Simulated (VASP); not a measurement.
C, 4 atoms in the cell. It takes space group P2_1/m (No. 11, monoclinic). The conventional cell has a = 2.459 Å, b = 7.246 Å, c = 2.459 Å, α = 90.00°, β = 120.00°, γ = 90.00°. C (site symmetry m) has 3 C at 1.42 Å within 1.9 Å. Within 1.9 Å of C (site symmetry m) lie 3 C at 1.42 Å. 

```yaml
Program: VASP 6.6.1
Task: single point
Functional: PBEsol
Potentials_or_basis: VASP PAW PBE potentials, release 64 (C)
Cutoff: 520 eV
k_mesh: 18 × 18 × 6
Occupations: gaussian, width 0.15 eV
Spin: no spin polarisation
Dipole_correction: no
Further_INCAR_settings: ALGO = Normal; EDIFF = 1e-06; NBANDS = 16
```

Potentials or basis: VASP PAW PBE potentials, release 64 (C).

Command:

```console
$ cat potpaw_PBE.64/C/POTCAR > POTCAR
$ mpirun -np 1 vasp_std > vasp.out
```

Hardware: 1 thread of AMD EPYC 9R45 96-Core Processor (Zen 5), on a shared host.

How long does it take, and how much memory?

Run time: 3.1 min on 1 thread of AMD EPYC 9R45 96-Core Processor (Zen 5), with other jobs on the host, peak memory 0.34 GiB. Counts: scf iterations 13, k points 656.
